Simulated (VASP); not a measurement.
# Rh (Fm-3m) in VASP: a series of runs, part 2 of 2

VASP 6.6.1.

**6. Single point, PBE**

This run uses another cell than the first one, of 13.21 Å³/atom, 0.959 times its volume.

Contents of INCAR:

```
SYSTEM = Rh
PREC = Accurate ; ENCUT = 520
EDIFF = 1E-7 ; ISMEAR = -1
SIGMA = 0.06122561905347299 ; LREAL = .False.
LASPH = .True. ; NELM = 60
ALGO = Normal ; ISIF = 2
LWAVE = .False. ; LCHARG = .True.
GGA = PE ; LELF = .True.
LVHAR = .True. ; NBANDS = 14
```

Contents of KPOINTS:

```
regular mesh
0
Gamma
  25 25 25
  0 0 0
```

Contents of POSCAR:

```
Rh
1.0
    0.0000000000      1.8763443129      1.8763443129
    1.8763443129      0.0000000000      1.8763443129
    1.8763443129      1.8763443129      0.0000000000
Rh
1
Direct
    0.0000000000      0.0000000000      0.0000000000
```

Potentials or basis: VASP PAW PBE potentials, release 64 (Rh_pv).

Command:

```
cat potpaw_PBE.64/Rh_pv/POTCAR > POTCAR
mpirun -np 1 vasp_std > vasp.out
```

OUTCAR:

```text
SYSTEM = Rh
   PREC = Accurate
   ENCUT = 520
   EDIFF = 1E-7
   ISMEAR = -1
   LREAL = .False.
   LASPH = .True.
   NELM = 60
   ISIF = 2
   GGA = PE

 ion  position               nearest neighbor table
   1  0.000  0.000  0.000-

  LATTYP: Found a face centered cubic cell.
 ALAT       =     3.7526886258

  Lattice vectors:

 A1 = (   0.0000000000,   1.8763443129,   1.8763443129)
 A2 = (   1.8763443129,   0.0000000000,   1.8763443129)
 A3 = (   1.8763443129,   1.8763443129,   0.0000000000)

Analysis of symmetry for initial positions (statically):
=====================================================================
 Subroutine PRICEL returns:
 Original cell was already a primitive cell.

 Routine SETGRP: Setting up the symmetry group for a
 face centered cubic supercell.

 Subroutine GETGRP returns: Found 48 space group operations
 (whereof 48 operations were pure point group operations)
 out of a pool of 48 trial point group operations.

The static configuration has the point symmetry O_h .

Analysis of symmetry for dynamics (positions and initial velocities):
=====================================================================
 Subroutine PRICEL returns:
 Original cell was already a primitive cell.

 Routine SETGRP: Setting up the symmetry group for a
 face centered cubic supercell.

 Subroutine GETGRP returns: Found 48 space group operations
 (whereof 48 operations were pure point group operations)
 out of a pool of 48 trial point group operations.

The dynamic configuration has the point symmetry O_h .

 Subroutine INISYM returns: Found 48 space group operations
 (whereof 48 operations are pure point group operations),
 and found     1 'primitive' translations

----------------------------------------------------------------------------------------

[... 113 lines left out ...]
  Thomas-Fermi vector in A             =   2.786625
   LORBIT       =      0    0 simple, 1 ext, 2 COOP (PROOUT), +10 PAW based schemes
   GGA     = PE    functional components
   LHFCALC =     F    Hartree Fock is set to
   AEXX    =    0.0000 exact exchange contribution
   IVDW    =     0    specifies the selected vdW correction
   LEPSILON=     F    determine dielectric tensor
   LRPA    =     F    only Hartree local field effects (RPA)
 non-spin polarized calculation
  energy-cutoff  :      520.00
  volume of cell :       13.21
 maximum number of plane-waves:       367
   NGX =  9   NGY =  9   NGZ =  9

 number of electron      15.0000002 magnetization

 Free energy of the ion-electron system (eV)
  ---------------------------------------------------
  ext. energy  EPLUGINS =         0.00000000
  ---------------------------------------------------
  free energy    TOTEN  =        -7.22062409 eV

  energy without entropy =       -7.20512335  energy(sigma->0) =       -7.21287372

 E-fermi :  12.6488     XC(G=0): -14.2905

 val. band max:       12.6477569413   @ k =   0.3200   0.2800   0.0400
 cond. band min:      12.6503842467   @ k =   0.3200   0.2000   0.0000
 fundamental gap:      0.0026273054
 Fermi energy:        12.6488158574

 k-point     1 :       0.0000    0.0000    0.0000
  band No.  band energies     occupation
      1     -33.7990      2.00000
      2     -33.7990      2.00000
      3     -33.7990      2.00000
      4       4.3954      2.00000
      5       9.3767      2.00000
      6       9.3767      2.00000
      7       9.3767      2.00000
      8      11.5981      2.00000
      9      11.5981      2.00000
     10      28.6099      0.00000
     11      33.0637      0.00000
     12      34.2998      0.00000
     13      34.2998      0.00000
     14      34.2998      0.00000
[... 377 lines left out ...]
      1     -34.5927      2.00000
      2     -33.9151      2.00000
      3     -33.9132      2.00000
      4       6.2973      2.00000
      5       9.2943      2.00000
      6       9.4057      2.00000
      7      12.0037      1.99995
      8      13.1634      0.00045
      9      13.5564      0.00000
     10      22.6888      0.00000
     11      28.4887      0.00000
     12      33.0647      0.00000
     13      34.4630      0.00000
     14      34.8795      0.00000

 [... further k-points ...]

------------------------ aborting loop because EDIFF is reached ----------------------------------------

  FORCE on cell =-STRESS in cart. coord.  units (eV):
  Direction    XX          YY          ZZ          XY          YZ          ZX
  --------------------------------------------------------------------------------------
  -------------------------------------------------------------------------------------
  Total        1.5324583      1.5324583      1.5324583     -0.0000000     -0.0000000      0.0000000
  in kB      185.8367733    185.8367733    185.8367733     -0.0000000     -0.0000000      0.0000000
  external PRESSURE =     185.8367733 kB  Pullay stress =       0.0000000 kB

 VOLUME and BASIS-vectors are now :
 -----------------------------------------------------------------------------
  energy-cutoff  :      520.00
  volume of cell :       13.21
      direct lattice vectors                 reciprocal lattice vectors
     0.000000000  1.876344313  1.876344313    -0.266475612  0.266475612  0.266475612
     1.876344313  0.000000000  1.876344313     0.266475612 -0.266475612  0.266475612
     1.876344313  1.876344313  0.000000000     0.266475612  0.266475612 -0.266475612

 POSITION                                       TOTAL-FORCE (eV/Angst)
 -----------------------------------------------------------------------------------
      0.00000      0.00000      0.00000        -0.000000     -0.000000      0.000000
 -----------------------------------------------------------------------------------
    total drift:                               -0.000000     -0.000000     -0.000000

  FREE ENERGIE OF THE ION-ELECTRON SYSTEM (eV)
  ---------------------------------------------------
  free  energy   TOTEN  =        -7.2206240894 eV

  energy  without entropy=       -7.2051233492  energy(sigma->0) =       -7.21287372
```

Run time: 2.2 min. Hardware: 1 thread of AMD EPYC 7R13, shared host; peak memory 0.16 GiB.

Results:

| Item | Value |
| --- | --- |
| Free energy | -7.2206 eV |
| Pressure | 18.6 GPa |

**7. The runs side by side**

| level | cell | k mesh | smearing | gap on the mesh (eV) | pressure (GPa) |
| --- | --- | --- | --- | --- | --- |
| r2SCAN | a = 2.691 Å, angles 60.0°, 1 atom | 15 × 15 × 15 | fermi-dirac 0.1 eV | none | 0.3 |
| r2SCAN | a = 2.718 Å, angles 60.0°, 1 atom | 15 × 15 × 15 | fermi-dirac 0.1 eV | none | -7.5 |
| r2SCAN | a = 2.744 Å, angles 60.0°, 1 atom | 15 × 15 × 15 | fermi-dirac 0.1 eV | none | -14.0 |
| PBE | a = 2.654 Å, angles 60.0°, 1 atom | 25 × 25 × 25 | fermi-dirac 0.0612256 eV | none | 18.6 |

Alike in all rows: task single point; potentials or basis VASP PAW PBE potentials, release 64 (Rh_pv); no spin polarisation; cutoff (eV) 520.

Caveats: the PAW data sets were made with another functional, which shifts forces and pressure a little (some runs).

Absolute energies hang on the potentials; compare differences alone.
